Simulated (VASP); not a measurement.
# NaSrYWO6 (F-43m) in VASP: a series of runs, part 2 of 2

VASP 6.6.1. The steps go on from the part before.

### 4 Relaxation of cell and atoms, PBE

This run uses another cell than the first one, of 14.52 Å³/atom.

Contents of INCAR:

```
SYSTEM = NaSrYWO6
  ALGO = Normal
  EDIFF = 1E-6
  EDIFFG = -0.005
  ENCUT = 600
  GGA = PE
  IBRION = 2
  ISIF = 3
  ISMEAR = 0
  LASPH = .True.
  LCHARG = .False.
  LREAL = .False.
  LWAVE = .False.
  NELM = 80
  NSW = 100
  PREC = Accurate
  SIGMA = 0.02
```

Contents of KPOINTS:

```
k-points
0
Gamma
  6 6 6
  0 0 0
```

Contents of POSCAR:

```
NaSrYWO6
1.0
    0.0000000000      4.1720183400      4.1720183400
    4.1720183400      0.0000000000      4.1720183400
    4.1720183400      4.1720183400      0.0000000000
Na Sr Y W O
1 1 1 1 6
Direct
    0.2500000000      0.2500000000      0.2500000000
    0.7500000000      0.7500000000      0.7500000000
    0.5000000000      0.5000000000      0.5000000000
    0.0000000000      0.0000000000      0.0000000000
    0.7666654300      0.2333345700      0.2333345700
    0.2333345700      0.7666654300      0.7666654300
    0.7666654300      0.7666654300      0.2333345700
    0.2333345700      0.2333345700      0.7666654300
    0.2333345700      0.7666654300      0.2333345700
    0.7666654300      0.2333345700      0.7666654300
```

Potentials or basis: VASP PAW PBE potentials, release 64 (Na_pv, Sr_sv, Y_sv, W_sv, O).

On the command line:

```
cat potpaw_PBE.64/Na_pv/POTCAR potpaw_PBE.64/Sr_sv/POTCAR potpaw_PBE.64/Y_sv/POTCAR potpaw_PBE.64/W_sv/POTCAR potpaw_PBE.64/O/POTCAR > POTCAR
mpirun -np 1 vasp_std > vasp.out
```

OUTCAR:

```text
SYSTEM = NaSrYWO6
   EDIFF = 1E-6
   EDIFFG = -0.005
   ENCUT = 600
   GGA = PE
   IBRION = 2
   ISIF = 3
   ISMEAR = 0
   LASPH = .True.
   LREAL = .False.
   NELM = 80
   NSW = 100
   PREC = Accurate

 ion  position               nearest neighbor table
   1  0.250  0.250  0.250-
   2  0.750  0.750  0.750-   6 2.95   7 2.95  10 2.95   5 2.95   7 2.95   9 2.95   5 2.95   8 2.95
                            10 2.95   6 2.95   8 2.95   9 2.95   3 3.61   3 3.61   4 3.61   3 3.61
   3  0.500  0.500  0.500-   5 2.23   6 2.23   7 2.23   8 2.23   9 2.23  10 2.23   2 3.61   2 3.61
                             2 3.61   2 3.61
   4  0.000  0.000  0.000-   5 1.95   6 1.95   7 1.95   8 1.95   9 1.95  10 1.95   2 3.61   2 3.61
                             2 3.61   2 3.61
   5  0.767  0.233  0.233-   4 1.95   3 2.23   2 2.95   2 2.95
   6  0.233  0.767  0.767-   4 1.95   3 2.23   2 2.95   2 2.95
   7  0.767  0.767  0.233-   4 1.95   3 2.23   2 2.95   2 2.95
   8  0.233  0.233  0.767-   4 1.95   3 2.23   2 2.95   2 2.95
   9  0.233  0.767  0.233-   4 1.95   3 2.23   2 2.95   2 2.95
  10  0.767  0.233  0.767-   4 1.95   3 2.23   2 2.95   2 2.95

  LATTYP: Found a face centered cubic cell.
 ALAT       =     8.3440366800

  Lattice vectors:

[... 174 lines left out ...]
   NGX = 23   NGY = 23   NGZ = 23

--------------------------------------- Ionic step        1  -------------------------------------------

 number of electron      77.9999993 magnetization

 Free energy of the ion-electron system (eV)
  ---------------------------------------------------
  ext. energy  EPLUGINS =         0.00000000
  ---------------------------------------------------
  free energy    TOTEN  =       -78.90100537 eV

  energy without entropy =      -78.90100537  energy(sigma->0) =      -78.90100537

------------------------ aborting loop because EDIFF is reached ----------------------------------------

  FORCE on cell =-STRESS in cart. coord.  units (eV):
  Direction    XX          YY          ZZ          XY          YZ          ZX
  --------------------------------------------------------------------------------------
  -------------------------------------------------------------------------------------
  Total       -2.4932913     -2.4932913     -2.4932913      0.0000000      0.0000000      0.0000000
  in kB      -27.5052114    -27.5052114    -27.5052114      0.0000000      0.0000000      0.0000000
  external PRESSURE =     -27.5052114 kB  Pullay stress =       0.0000000 kB
[... 251 lines left out ...]
--------------------------------------- Ionic step        7  -------------------------------------------

 number of electron      77.9999992 magnetization

 Free energy of the ion-electron system (eV)
  ---------------------------------------------------
  ext. energy  EPLUGINS =         0.00000000
  ---------------------------------------------------
  free energy    TOTEN  =       -78.92519853 eV

  energy without entropy =      -78.92519853  energy(sigma->0) =      -78.92519853

 E-fermi :   2.3357     XC(G=0): -10.1042

 val. band max:        2.1700540696   @ k =   0.0000   0.0000   0.0000
 cond. band min:       4.6677020275   @ k =   0.5000   0.5000   0.0000
 fundamental gap:      2.4976479579
 Fermi energy:         2.3357001479

 k-point     1 :       0.0000    0.0000    0.0000
  band No.  band energies     occupation
      1     -72.3653      2.00000
      2     -37.3654      2.00000
      3     -36.5400      2.00000
      4     -36.5400      2.00000
      5     -36.5400      2.00000
      6     -31.5764      2.00000
[... 810 lines left out ...]
  FREE ENERGIE OF THE ION-ELECTRON SYSTEM (eV)
  ---------------------------------------------------
  free  energy   TOTEN  =       -78.9251985255 eV

  energy  without entropy=      -78.9251985255  energy(sigma->0) =      -78.92519853

 reached required accuracy - stopping structural energy minimisation
```

CONTCAR:

```text
NaSrYWO6
   1.00000000000000
    -0.0000000000000000    4.1479025546900861    4.1479025546900861
     4.1479025546900861   -0.0000000000000000    4.1479025546900861
     4.1479025546900861    4.1479025546900861   -0.0000000000000000
  Na              Sr              Y               W               O
     1     1     1     1     6
Direct
     0.2500000000000000    0.2500000000000000    0.2500000000000000
     0.7500000000000000    0.7500000000000000    0.7500000000000000
     0.5000000000000000    0.5000000000000000    0.5000000000000000
     0.0000000000000000    0.0000000000000000    0.0000000000000000
     0.7670190901588740    0.2329809098411261    0.2329809098411261
     0.2329809098411261    0.7670190901588740    0.7670190901588740
     0.7670190901588740    0.7670190901588740    0.2329809098411261
     0.2329809098411261    0.2329809098411261    0.7670190901588740
     0.2329809098411261    0.7670190901588740    0.2329809098411261
     0.7670190901588740    0.2329809098411261    0.7670190901588740

  0.00000000E+00  0.00000000E+00  0.00000000E+00
  0.00000000E+00  0.00000000E+00  0.00000000E+00
  0.00000000E+00  0.00000000E+00  0.00000000E+00
  0.00000000E+00  0.00000000E+00  0.00000000E+00
  0.00000000E+00  0.00000000E+00  0.00000000E+00
  0.00000000E+00  0.00000000E+00  0.00000000E+00
  0.00000000E+00  0.00000000E+00  0.00000000E+00
  0.00000000E+00  0.00000000E+00  0.00000000E+00
  0.00000000E+00  0.00000000E+00  0.00000000E+00
  0.00000000E+00  0.00000000E+00  0.00000000E+00
```

It took 7.9 min on 1 thread of Intel Xeon Platinum 8488C (Sapphire Rapids), shared host; peak memory 0.44 GiB.

Results:

```yaml
Free_energy: -78.9252 eV
Relaxed_volume: 14.27 Å³/atom
Relaxed_cell: a = 5.866 Å, b = 5.866 Å, c = 5.866 Å, α = 60.00°, β = 60.00°, γ = 60.00°
Space_group_after_relaxing_to_0.1_Å: F-43m (No. 216)
Energy_gained_by_relaxing: 2.4 meV/atom
Ionic_steps: 7
Pressure_after_relaxing: 0.0 GPa
Largest_force_after_relaxing: 0.003 eV/Å
Band_gap_on_the_k_mesh: 2.50 eV (least direct gap 2.52 eV)
```

Forces on the atoms (eV/Å):
```
Na   0.000  0.000  0.000
Sr   0.000  0.000  0.000
Y    0.000  0.000  0.000
W    0.000  0.000  0.000
O    0.003  0.000  0.000
O   -0.003  0.000  0.000
O    0.000  0.000 -0.003
O    0.000  0.000  0.003
O    0.000  0.003  0.000
O    0.000 -0.003  0.000
```

Step by step:
```csv
step,energy change (eV),largest force (eV/Å),pressure (GPa),volume (Å³)
1,0.0000,0.3016,-2.75,145.23
2,0.0350,0.7666,4.05,140.06
3,-0.0232,0.0884,-0.27,143.18
4,-0.0232,0.0964,-0.21,143.14
5,-0.0241,0.0226,0.10,142.61
6,-0.0242,0.0059,0.03,142.74
7,-0.0242,0.0034,0.04,142.73
```

Final structure:
```cif
data_structure
_symmetry_space_group_name_H-M 'P 1'
_symmetry_Int_Tables_number 1
_cell_length_a 5.8660
_cell_length_b 5.8660
_cell_length_c 5.8660
_cell_angle_alpha 60.000
_cell_angle_beta 60.000
_cell_angle_gamma 60.000
_cell_volume 142.73
loop_
_atom_site_label
_atom_site_type_symbol
_atom_site_fract_x
_atom_site_fract_y
_atom_site_fract_z
_atom_site_occupancy
Na1 Na 0.25000 0.25000 0.25000 1
Sr1 Sr 0.75000 0.75000 0.75000 1
Y1 Y 0.50000 0.50000 0.50000 1
W1 W 0.00000 0.00000 0.00000 1
O1 O 0.76702 0.23298 0.23298 1
O2 O 0.23298 0.76702 0.76702 1
O3 O 0.76702 0.76702 0.23298 1
O4 O 0.23298 0.23298 0.76702 1
O5 O 0.23298 0.76702 0.23298 1
O6 O 0.76702 0.23298 0.76702 1
```

Caveat: spin-orbit coupling is left out, which moves the levels of the heavy elements. A k mesh can miss the band edges.

### 5 The runs side by side

| task | cell | cutoff (eV) | smearing | gap on the mesh (eV) | pressure (GPa) | largest force (eV/Å) |
| --- | --- | --- | --- | --- | --- | --- |
| single point | a = 5.864 Å, angles 60.0°, 10 atoms, atomic positions A | 520 | gaussian 0.02 eV | 2.51 | 0.6 | 0.17 |
| single point | a = 5.864 Å, angles 60.0°, 10 atoms, atomic positions A | 520 | gaussian 0.05 eV | 2.51 | 0.6 | 0.17 |
| relaxation of cell and atoms | relaxed from a = 5.900 Å, angles 60.0°, 10 atoms, atomic positions B | 600 | gaussian 0.02 eV | 2.50 | 0.0 | - |

Alike in all rows: level PBE; potentials or basis VASP PAW PBE potentials, release 64 (Na_pv, Sr_sv, Y_sv, W_sv, O); no spin polarisation; k mesh 6 × 6 × 6.

Caveats: spin-orbit coupling is left out, which moves the levels of the heavy elements.

Total energies depend on the potentials used, so only differences within one code and one set of settings carry meaning.
